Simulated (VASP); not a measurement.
# GaAs (Fm-3m) in VASP: further runs

GaAs is run at these levels: PBE, r2SCAN; tasks: single point.

All numbers are computed with VASP 6.6.1; they aren't measurements. Logs are shortened: lines on timing, memory, paths and dates and some standing lists are left out, and cuts for length are marked.

## Step 1: The cell of the first run

The structure is cubic, space group Fm-3m (No. 225). Conventional cell: a = 5.329 Å, b = 5.329 Å, c = 5.329 Å, α = 90.00°, β = 90.00°, γ = 90.00°. Ga (site symmetry m-3m) has 6 As at 2.66 Å within 3.5 Å. Within 3.5 Å of As (site symmetry m-3m) lie 6 Ga at 2.66 Å.

## Step 2: Single point, PBE

Contents of INCAR:

```
  PREC = Accurate
  ENCUT = 500
  EDIFF = 1E-6
  ISMEAR = -1
  SIGMA = 0.02
  LREAL = F
  LASPH = T
  NELM = 120
  ALGO = Normal
  ISIF = 2
  LWAVE = F
  LCHARG = T
  GGA = PE
  LELF = T
  LVHAR = T
  NBANDS = 16
  GGA_COMPAT = F
```

Contents of KPOINTS:

```
regular mesh
0
Gamma
  8 8 8
```

Contents of POSCAR:

```
GaAs
1.0
    0.0000000000      2.6645247171      2.6645247171
    2.6645247171      0.0000000000      2.6645247171
    2.6645247171      2.6645247171      0.0000000000
Ga As
1 1
Direct
    0.0000000000      0.0000000000      0.0000000000
    0.5000000000      0.5000000000      0.5000000000
```

Potentials or basis: VASP PAW PBE potentials, release 64 (Ga_d, As).

The run is started by

```sh
> cat potpaw_PBE.64/Ga_d/POTCAR potpaw_PBE.64/As/POTCAR > POTCAR
> mpirun -np 1 vasp_std > vasp.out
```

OUTCAR:

```text
PREC = Accurate
   ENCUT = 500
   EDIFF = 1E-6
   ISMEAR = -1
   LREAL = F
   LASPH = T
   NELM = 120
   ISIF = 2
   GGA = PE

 ion  position               nearest neighbor table
   1  0.000  0.000  0.000-   2 2.66   2 2.66   2 2.66   2 2.66   2 2.66   2 2.66
   2  0.500  0.500  0.500-   1 2.66   1 2.66   1 2.66   1 2.66   1 2.66   1 2.66

  LATTYP: Found a face centered cubic cell.
 ALAT       =     5.3290494342

  Lattice vectors:

 A1 = (   0.0000000000,   2.6645247171,   2.6645247171)
 A2 = (   2.6645247171,   0.0000000000,   2.6645247171)
 A3 = (   2.6645247171,   2.6645247171,   0.0000000000)

Analysis of symmetry for initial positions (statically):
=====================================================================
 Subroutine PRICEL returns:
 Original cell was already a primitive cell.

 Routine SETGRP: Setting up the symmetry group for a
 face centered cubic supercell.

 Subroutine GETGRP returns: Found 48 space group operations
 (whereof 48 operations were pure point group operations)
 out of a pool of 48 trial point group operations.

The static configuration has the point symmetry O_h .

Analysis of symmetry for dynamics (positions and initial velocities):
=====================================================================
 Subroutine PRICEL returns:
 Original cell was already a primitive cell.

 Routine SETGRP: Setting up the symmetry group for a
 face centered cubic supercell.

 Subroutine GETGRP returns: Found 48 space group operations
 (whereof 48 operations were pure point group operations)
 out of a pool of 48 trial point group operations.

The dynamic configuration has the point symmetry O_h .

 Subroutine INISYM returns: Found 48 space group operations
 (whereof 48 operations are pure point group operations),
 and found     1 'primitive' translations

----------------------------------------------------------------------------------------

                                     Primitive cell

  volume of cell :      37.8346

  direct lattice vectors                    reciprocal lattice vectors
     0.000000000  2.664524717  2.664524717    -0.187650727  0.187650727  0.187650727
     2.664524717  0.000000000  2.664524717     0.187650727 -0.187650727  0.187650727
     2.664524717  2.664524717  0.000000000     0.187650727  0.187650727 -0.187650727

  length of vectors
     3.768206992  3.768206992  3.768206992     0.325020593  0.325020593  0.325020593

  position of ions in fractional coordinates (direct lattice)
     0.000000000  0.000000000  0.000000000
     0.500000000  0.500000000  0.500000000

  ion indices of the primitive-cell ions
   primitive index   ion index
                 1           1
                 2           2

----------------------------------------------------------------------------------------

 KPOINTS: regular mesh

Automatic generation of k-mesh.
 Grid dimensions read from file:
 generate k-points for:    8    8    8

 Generating k-lattice:

  Cartesian coordinates                     Fractional coordinates (reciprocal lattice)
    -0.023456341  0.023456341  0.023456341     0.125000000  0.000000000  0.000000000
     0.023456341 -0.023456341  0.023456341     0.000000000  0.125000000  0.000000000
     0.023456341  0.023456341 -0.023456341     0.000000000  0.000000000  0.125000000

  Length of vectors
     0.040627574  0.040627574  0.040627574

  Shift w.r.t. Gamma in fractional coordinates (k-lattice)
     0.000000000  0.000000000  0.000000000

 Subroutine IBZKPT returns following result:
 ===========================================

 Found     29 irreducible k-points:

 Following reciprocal coordinates:
            Coordinates               Weight
  0.000000  0.000000  0.000000      1.000000
  0.125000  0.000000  0.000000      8.000000
  0.250000  0.000000  0.000000      8.000000
  0.375000  0.000000  0.000000      8.000000
  0.500000  0.000000  0.000000      4.000000
  0.125000  0.125000  0.000000      6.000000
[... 16 lines left out ...]
  0.500000  0.250000  0.125000     48.000000
 -0.375000  0.250000  0.125000     24.000000
 [... further k-points ...]
   k-points           NKPTS =     29   k-points in BZ     NKDIM =     29   number of bands    NBANDS=     16
   number of dos      NEDOS =    301   number of ions     NIONS =      2
   total plane-waves  NPLWV =  21952
   dimension x,y,z NGX =    28 NGY =   28 NGZ =   28
   dimension x,y,z NGXF=    56 NGYF=   56 NGZF=   56
   ions per type =               1   1
   NGX,Y,Z   is equivalent  to a cutoff of  12.35, 12.35, 12.35 a.u.
   NGXF,Y,Z  is equivalent  to a cutoff of  24.71, 24.71, 24.71 a.u.
 SYSTEM =  unknown system
   PREC   = accura    normal or accurate (medium, high low for compatibility)
   ISTART =      0    job   : 0-new  1-cont  2-samecut
   ICHARG =      2    charge: 1-file 2-atom 10-const
   ISPIN  =      1    spin polarized calculation?
   LNONCOLLINEAR =      F non collinear calculations
   LSORBIT =      F    spin-orbit coupling
   LASPH  =      T    aspherical Exc in radial PAW
   ENCUT  =  500.0 eV  36.75 Ry    6.06 a.u.   6.87  6.87  6.87*2*pi/ulx,y,z
   NELM   =    120;   NELMIN=  2; NELMDL= -5     # of ELM steps
   EDIFF  = 0.1E-05   stopping-criterion for ELM
   LREAL  =      F    real-space projection
[... 7 lines left out ...]
   TEBEG  =    0.0;   TEEND  =   0.0 temperature during run
   PSTRESS=    0.0 pullay stress
   NELECT =      18.0000    total number of electrons
   NUPDOWN=      -1.0000    fix difference up-down
   EMIN   =  10.00;   EMAX   =-10.00  energy-range for DOS
   EFERMI =   0.00;   METHOD = LEGACY
   ISMEAR =    -1;   SIGMA  =   0.02  broadening in eV -4-tet -1-fermi 0-gaus
   EFERMI_NEDOS =   21; number of points for ismear=-14 and -15
   IALGO  =     38    algorithm
   IMIX   =      4    mixing-type and parameters
     AMIX     =   0.40;   BMIX     =  1.00
     AMIX_MAG =   1.60;   BMIX_MAG =  1.00
  volume/ion in A,a.u.               =      18.92       127.66
  Fermi-wavevector in a.u.,A,eV,Ry     =   1.278015  2.415098 22.222696  1.633322
  Thomas-Fermi vector in A             =   2.410582
   LORBIT       =      0    0 simple, 1 ext, 2 COOP (PROOUT), +10 PAW based schemes
   GGA     = PE    functional components
   LHFCALC =     F    Hartree Fock is set to
   AEXX    =    0.0000 exact exchange contribution
   IVDW    =     0    specifies the selected vdW correction
   LEPSILON=     F    determine dielectric tensor
   LRPA    =     F    only Hartree local field effects (RPA)
 non-spin polarized calculation
  energy-cutoff  :      500.00
  volume of cell :       37.83
 maximum number of plane-waves:       982
   NGX = 13   NGY = 13   NGZ = 13

 number of electron      17.9999983 magnetization

 Free energy of the ion-electron system (eV)
  ---------------------------------------------------
  ext. energy  EPLUGINS =         0.00000000
  ---------------------------------------------------
  free energy    TOTEN  =        -7.61641153 eV

  energy without entropy =       -7.61309859  energy(sigma->0) =       -7.61475506

 E-fermi :   5.5817     XC(G=0): -10.7681

 val. band max:        5.5266158977   @ k =   0.5000   0.2500   0.0000
 cond. band min:       5.5937075332   @ k =   0.1250   0.0000   0.0000
 fundamental gap:      0.0670916354
 Fermi energy:         5.5816791794

 k-point     1 :       0.0000    0.0000    0.0000
  band No.  band energies     occupation
      1      -9.1839      2.00000
      2      -9.1839      2.00000
      3      -9.1623      2.00000
      4      -9.1623      2.00000
      5      -9.1623      2.00000
      6      -7.7877      2.00000
[... 8 lines left out ...]
     15      13.3656      0.00000
     16      13.3656      0.00000

 k-point     2 :       0.1250    0.0000    0.0000
  band No.  band energies     occupation
      1      -9.1882      2.00000
      2      -9.1882      2.00000
      3      -9.1630      2.00000
      4      -9.1582      2.00000
      5      -9.1582      2.00000
      6      -7.5732      2.00000
[... 8 lines left out ...]
     15      13.4774      0.00000
     16      13.4774      0.00000

 k-point     3 :       0.2500    0.0000    0.0000
  band No.  band energies     occupation
      1      -9.2003      2.00000
      2      -9.2003      2.00000
      3      -9.1659      2.00000
      4      -9.1464      2.00000
      5      -9.1464      2.00000
      6      -6.9494      2.00000
[... 8 lines left out ...]
     15      14.8286      0.00000
     16      14.8286      0.00000

 k-point     4 :       0.3750    0.0000    0.0000
  band No.  band energies     occupation
      1      -9.2131      2.00000
      2      -9.2131      2.00000
      3      -9.1698      2.00000
      4      -9.1339      2.00000
      5      -9.1339      2.00000
      6      -6.0311      2.00000
[... 8 lines left out ...]
     15      16.9039      0.00000
     16      16.9039      0.00000

 k-point     5 :       0.5000    0.0000    0.0000
  band No.  band energies     occupation
      1      -9.2184      2.00000
      2      -9.2184      2.00000
      3      -9.1716      2.00000
      4      -9.1287      2.00000
      5      -9.1287      2.00000
      6      -5.4110      2.00000
[... 8 lines left out ...]
     15      19.1118      0.00000
     16      19.1118      0.00000

 k-point     6 :       0.1250    0.1250    0.0000
  band No.  band energies     occupation
      1      -9.2010      2.00000
      2      -9.1809      2.00000
      3      -9.1659      2.00000
      4      -9.1559      2.00000
      5      -9.1559      2.00000
      6      -7.4972      2.00000
[... 8 lines left out ...]
     15      14.6560      0.00000
     16      14.6560      0.00000
[... 267 lines left out ...]
 k-point    21 :       0.5000    0.5000    0.0000
  band No.  band energies     occupation
      1      -9.3779      2.00000
      2      -9.1873      2.00000
      3      -9.1633      2.00000
      4      -9.1129      2.00000
      5      -9.1129      2.00000
      6      -4.4773      2.00000
[... 8 lines left out ...]
     15      19.3097      0.00000
     16      21.8141      0.00000

 k-point    22 :       0.3750    0.2500    0.1250
  band No.  band energies     occupation
      1      -9.2489      2.00000
      2      -9.1887      2.00000
      3      -9.1685      2.00000
      4      -9.1396      2.00000
      5      -9.1395      2.00000
      6      -6.3805      2.00000
[... 8 lines left out ...]
     15      16.5874      0.00000
     16      18.4441      0.00000

 k-point    23 :       0.5000    0.2500    0.1250
  band No.  band energies     occupation
      1      -9.2664      2.00000
      2      -9.1990      2.00000
      3      -9.1637      2.00000
      4      -9.1406      2.00000
      5      -9.1287      2.00000
      6      -5.5006      2.00000
[... 8 lines left out ...]
     15      17.6979      0.00000
     16      18.6402      0.00000

 k-point    24 :      -0.3750    0.2500    0.1250
  band No.  band energies     occupation
      1      -9.2720      2.00000
      2      -9.2043      2.00000
      3      -9.1595      2.00000
      4      -9.1432      2.00000
      5      -9.1242      2.00000
      6      -4.9377      2.00000
[... 8 lines left out ...]
     15      15.9904      0.00000
     16      20.0864      0.00000

 [... further k-points ...]

------------------------ aborting loop because EDIFF is reached ----------------------------------------

  FORCE on cell =-STRESS in cart. coord.  units (eV):
  Direction    XX          YY          ZZ          XY          YZ          ZX
  --------------------------------------------------------------------------------------
  -------------------------------------------------------------------------------------
  Total        0.7131809      0.7131809      0.7131809     -0.0000000      0.0000000      0.0000000
  in kB       30.2009802     30.2009802     30.2009802     -0.0000000      0.0000000      0.0000000
  external PRESSURE =      30.2009802 kB  Pullay stress =       0.0000000 kB

 VOLUME and BASIS-vectors are now :
 -----------------------------------------------------------------------------
  energy-cutoff  :      500.00
  volume of cell :       37.83
      direct lattice vectors                 reciprocal lattice vectors
     0.000000000  2.664524717  2.664524717    -0.187650727  0.187650727  0.187650727
     2.664524717  0.000000000  2.664524717     0.187650727 -0.187650727  0.187650727
     2.664524717  2.664524717  0.000000000     0.187650727  0.187650727 -0.187650727

 POSITION                                       TOTAL-FORCE (eV/Angst)
 -----------------------------------------------------------------------------------
      0.00000      0.00000      0.00000        -0.000000      0.000000      0.000000
      2.66452      2.66452      2.66452         0.000000     -0.000000     -0.000000
 -----------------------------------------------------------------------------------
    total drift:                               -0.000000      0.000000      0.000000

  FREE ENERGIE OF THE ION-ELECTRON SYSTEM (eV)
  ---------------------------------------------------
  free  energy   TOTEN  =        -7.6164115334 eV

  energy  without entropy=       -7.6130985913  energy(sigma->0) =       -7.61475506
```

Run time: 32 s. Hardware: 1 thread of Intel Xeon 8259CL, shared host; peak memory 0.16 GiB.

Results:

```yaml
Free_energy: -7.6164 eV
Pressure: 3.0 GPa
Band_gap_on_the_k_mesh: zero (bands 9 and 10 overlap by 3.18 eV)
```

Levels at points of the mesh, in eV from the Fermi level:
```
           k point  band 5  band 6  band 7  band 8  band 9  band 10  band 11  band 12  band 13  band 14
(0.00, 0.00, 0.00)  -14.74  -13.37    0.03    0.03    0.03     0.18     7.33     7.33     7.33     7.78
(0.50, 0.00, 0.00)  -14.71  -10.99   -7.77    0.23    0.23     2.73     2.98     2.98     4.41    12.44
(0.50, 0.50, 0.00)  -14.69  -10.06   -5.69   -3.58   -2.64    -2.64     3.54    10.32    10.32    12.33
```

Caveat: the cell stands under pressure.

## Step 3: Single point, r2SCAN

POSCAR is that of step 2.

Contents of INCAR.step1:

```
SYSTEM = GaAs
ALGO     = Normal         ! electronic algorithm
EDIFF    = 1E-5           ! SCF threshold, eV
ENCUT    = 550            ! plane-wave cutoff, eV
GGA      = PE             ! functional
GGA_COMPAT= .FALSE.      
ISMEAR   = -1             ! smearing method
LASPH    = .TRUE.         ! aspherical terms in the spheres
LCHARG   = .FALSE.        ! write CHGCAR
LREAL    = .FALSE.        ! projectors in reciprocal space
LWAVE    = .TRUE.         ! write WAVECAR
NBANDS   = 16             ! bands
NELM     = 120            ! most SCF steps
PREC     = Accurate       ! precision mode
SIGMA    = 0.02           ! smearing width, eV
```

Contents of INCAR.step2:

```
SYSTEM = GaAs
ALGO     = Normal         ! electronic algorithm
EDIFF    = 1E-6           ! SCF threshold, eV
ENCUT    = 550            ! plane-wave cutoff, eV
GGA_COMPAT= .FALSE.      
ISIF     = 2              ! what is computed and relaxed
ISMEAR   = -1             ! smearing method
ISTART   = 1            
LASPH    = .TRUE.         ! aspherical terms in the spheres
LCHARG   = .FALSE.        ! write CHGCAR
LMIXTAU  = .TRUE.       
LREAL    = .FALSE.        ! projectors in reciprocal space
LWAVE    = .FALSE.        ! write WAVECAR
METAGGA  = R2SCAN         ! meta-GGA
NBANDS   = 16             ! bands
NELM     = 120            ! most SCF steps
PREC     = Accurate       ! precision mode
SIGMA    = 0.02           ! smearing width, eV
```

Contents of KPOINTS:

```
k-points
0
G
  8 8 8
  0 0 0
```

Potentials or basis: VASP PAW PBE potentials, release 64 (Ga_d, As).

The run is started by

```sh
> cat potpaw_PBE.64/Ga_d/POTCAR potpaw_PBE.64/As/POTCAR > POTCAR
> cp INCAR.step1 INCAR
> mpirun -np 1 vasp_std > vasp.out
> cp INCAR.step2 INCAR
> mpirun -np 1 vasp_std > vasp.out
```

Run time: 2 min. Hardware: 1 thread of Intel Xeon 8259CL, shared host; peak memory 0.18 GiB.

It converged, with:

```
Free energy            : -26.2175 eV
Pressure               : 0.0 GPa
Band gap on the k mesh : zero (bands 9 and 10 overlap by 3.31 eV)
```

Levels at points of the mesh, in eV from the Fermi level:
```csv
k point,band 5,band 6,band 7,band 8,band 9,band 10,band 11,band 12,band 13,band 14
"(0.00, 0.00, 0.00)",-15.31,-13.92,-0.03,-0.03,-0.03,0.59,7.80,7.80,7.80,8.27
"(0.50, 0.00, 0.00)",-15.28,-11.43,-8.06,0.21,0.21,3.16,3.16,3.20,4.86,13.41
"(0.50, 0.50, 0.00)",-15.26,-10.43,-5.89,-3.57,-2.79,-2.79,3.98,10.97,10.97,13.22
```

Caveat: the PAW data sets were made with another functional, which shifts forces and pressure a little.
